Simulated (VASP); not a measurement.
# NiO (F-43m) in VASP: further runs, part 2 of 2

VASP 6.6.1. Earlier steps stand in the parts before.

## (3) Single point, PBE, collinear spin, ferromagnetic start

Input file INCAR:

```
ALGO = Normal
EDIFF = 1E-6
ENCUT = 520
GGA = PE
ISIF = 2
ISMEAR = 0
ISPIN = 2
LASPH = True
LCHARG = False
LMAXMIX = 4
LORBIT = 11
LREAL = False
LWAVE = False
MAGMOM = 2 0
NBANDS = 19
NELM = 150
PREC = Accurate
SIGMA = 0.05
```

Input file KPOINTS:

```
k-points
0
Gamma
  7 7 7
```

Input file POSCAR:

```
NiO
1.0
    0.0000000000      2.2835484600      2.2835484600
    2.2835484600      0.0000000000      2.2835484600
    2.2835484600      2.2835484600      0.0000000000
Ni O
1 1
Direct
    0.0000000000      0.0000000000      0.0000000000
    0.2500000000      0.2500000000      0.2500000000
```

Potentials or basis: VASP PAW PBE potentials, release 64 (Ni, O).

On the command line:

```bash
cat potpaw_PBE.64/Ni/POTCAR potpaw_PBE.64/O/POTCAR > POTCAR
mpirun -np 1 vasp_std > vasp.out
```

OUTCAR:

```text
EDIFF = 1E-6
   ENCUT = 520
   GGA = PE
   ISIF = 2
   ISMEAR = 0
   ISPIN = 2
   LASPH = True
   LORBIT = 11
   LREAL = False
   NELM = 150
   PREC = Accurate

 ion  position               nearest neighbor table
   1  0.000  0.000  0.000-   2 1.98   2 1.98   2 1.98   2 1.98
   2  0.250  0.250  0.250-   1 1.98   1 1.98   1 1.98   1 1.98

  LATTYP: Found a face centered cubic cell.
 ALAT       =     4.5670969200

  Lattice vectors:

 A1 = (   0.0000000000,   2.2835484600,   2.2835484600)
 A2 = (   2.2835484600,   0.0000000000,   2.2835484600)
 A3 = (   2.2835484600,   2.2835484600,   0.0000000000)

Analysis of symmetry for initial positions (statically):
=====================================================================
 Subroutine PRICEL returns:
 Original cell was already a primitive cell.

 Routine SETGRP: Setting up the symmetry group for a
 face centered cubic supercell.

 Subroutine GETGRP returns: Found 24 space group operations
 (whereof 24 operations were pure point group operations)
 out of a pool of 48 trial point group operations.

The static configuration has the point symmetry T_d .

Analysis of symmetry for dynamics (positions and initial velocities):
=====================================================================
 Subroutine PRICEL returns:
 Original cell was already a primitive cell.

 Routine SETGRP: Setting up the symmetry group for a
 face centered cubic supercell.

 Subroutine GETGRP returns: Found 24 space group operations
 (whereof 24 operations were pure point group operations)
 out of a pool of 48 trial point group operations.

The dynamic configuration has the point symmetry T_d .

Analysis of structural, dynamic, and magnetic symmetry:
=====================================================================
 Subroutine PRICEL returns:
 Original cell was already a primitive cell.

 Routine SETGRP: Setting up the symmetry group for a
 face centered cubic supercell.
[... 142 lines left out ...]
  ext. energy  EPLUGINS =         0.00000000
  ---------------------------------------------------
  free energy    TOTEN  =       -11.56517254 eV

  energy without entropy =      -11.56278906  energy(sigma->0) =      -11.56398080

 E-fermi :   4.9299     XC(G=0): -10.9237

 val. band max:        4.9103496935   @ k =   0.4286   0.2857   0.1429
 cond. band min:       4.9611747767   @ k =   0.0000   0.0000   0.0000
 fundamental gap:      0.0508250832
 Fermi energy:         4.9299047942

 spin component 1

 k-point     1 :       0.0000    0.0000    0.0000
  band No.  band energies     occupation
      1     -14.6008      1.00000
      2      -0.7249      1.00000
      3      -0.7249      1.00000
      4      -0.7249      1.00000
      5       2.5655      1.00000
      6       2.5655      1.00000
[... 416 lines left out ...]
      5       1.8854      1.00000
      6       2.3830      1.00000
[... 11 lines left out ...]
     18      32.6539      0.00000
     19      33.6407      0.00000
 Fermi energy:         4.9299047942

 spin component 2

 k-point     1 :       0.0000    0.0000    0.0000
  band No.  band energies     occupation
      1     -13.9671      1.00000
      2       0.3276      1.00000
      3       0.3276      1.00000
      4       0.3277      1.00000
      5       3.6489      1.00000
      6       3.6489      1.00000
[... 417 lines left out ...]
      6       3.8103      1.00000
[... 11 lines left out ...]
     18      32.9572      0.00000
     19      33.7475      0.00000

------------------------ aborting loop because EDIFF is reached ----------------------------------------

  FORCE on cell =-STRESS in cart. coord.  units (eV):
  Direction    XX          YY          ZZ          XY          YZ          ZX
  --------------------------------------------------------------------------------------
  -------------------------------------------------------------------------------------
  Total       -1.0587613     -1.0587613     -1.0587613      0.0000000      0.0000000      0.0000000
  in kB      -71.2275383    -71.2275383    -71.2275383      0.0000000      0.0000000      0.0000000
  external PRESSURE =     -71.2275383 kB  Pullay stress =       0.0000000 kB

 VOLUME and BASIS-vectors are now :
 -----------------------------------------------------------------------------
  energy-cutoff  :      520.00
  volume of cell :       23.82
      direct lattice vectors                 reciprocal lattice vectors
     0.000000000  2.283548460  2.283548460    -0.218957473  0.218957473  0.218957473
     2.283548460  0.000000000  2.283548460     0.218957473 -0.218957473  0.218957473
     2.283548460  2.283548460  0.000000000     0.218957473  0.218957473 -0.218957473

 POSITION                                       TOTAL-FORCE (eV/Angst)
 -----------------------------------------------------------------------------------
      0.00000      0.00000      0.00000        -0.000000      0.000000     -0.000000
      1.14177      1.14177      1.14177         0.000000     -0.000000      0.000000
 -----------------------------------------------------------------------------------
    total drift:                                0.000001      0.000001      0.000001

  FREE ENERGIE OF THE ION-ELECTRON SYSTEM (eV)
  ---------------------------------------------------
  free  energy   TOTEN  =       -11.5651725384 eV

  energy  without entropy=      -11.5627890560  energy(sigma->0) =      -11.56398080

 total charge

# of ion       s       p       d       tot
------------------------------------------
    1        0.360   0.428   8.207   8.995
    2        1.555   3.393   0.000   4.948
--------------------------------------------------
tot          1.915   3.821   8.207  13.943

 magnetization (x)

# of ion       s       p       d       tot
------------------------------------------
    1        0.003   0.036   1.508   1.547
    2        0.016   0.361   0.000   0.378
--------------------------------------------------
tot          0.019   0.397   1.508   1.924
```

stdout:

```text
POSCAR found type information on POSCAR NiO
 POSCAR found :  2 types and       2 ions
 scaLAPACK will be used
 LDA part: xc-table for (Slater+PW92), standard interpolation
 POSCAR, INCAR and KPOINTS ok, starting setup
 FFT: planning ... GRIDC
 FFT: planning ... GRID_SOFT
 FFT: planning ... GRID
 WAVECAR not read
 entering main loop
```

Run time: 29 s. Hardware: 1 thread of AMD EPYC 7R43 (Zen 3), shared host; peak memory 0.12 GiB.

Results:

* Free energy: -11.5652 eV
* Pressure: -7.1 GPa
* Band gap on the k mesh: zero (filled and empty bands overlap)
* Net moment: 1.98 μB per cell
* Site moments: Ni +1.55; O +0.38 μB
* Valence electrons inside the program's atomic spheres: Ni 8.99; O 4.95

Levels at points of the mesh, in eV from the Fermi level:
Spin up:
```
           k point  band 5  band 6  band 7  band 8  band 9  band 10  band 11  band 12  band 13  band 14
(0.00, 0.00, 0.00)   -2.36   -2.36    0.03    0.03    0.03     0.36    13.88    13.88    13.88    20.20
```
Spin down:
| k point | band 4 | band 5 | band 6 | band 7 | band 8 | band 9 | band 10 | band 11 |
| --- | --- | --- | --- | --- | --- | --- | --- | --- |
| (0.00, 0.00, 0.00) | -4.60 | -1.28 | -1.28 | 0.67 | 1.68 | 1.68 | 1.68 | 14.14 |

Caveat: a cell with one magnetic atom can't hold antiferromagnetic order, which such compounds often take; semilocal functionals often make such compounds metallic where correlation or magnetic order opens a gap, which also shifts bond lengths. With open d or f shells a metallic result of PBE can be an artefact of self-interaction; +U or a hybrid may open a gap.
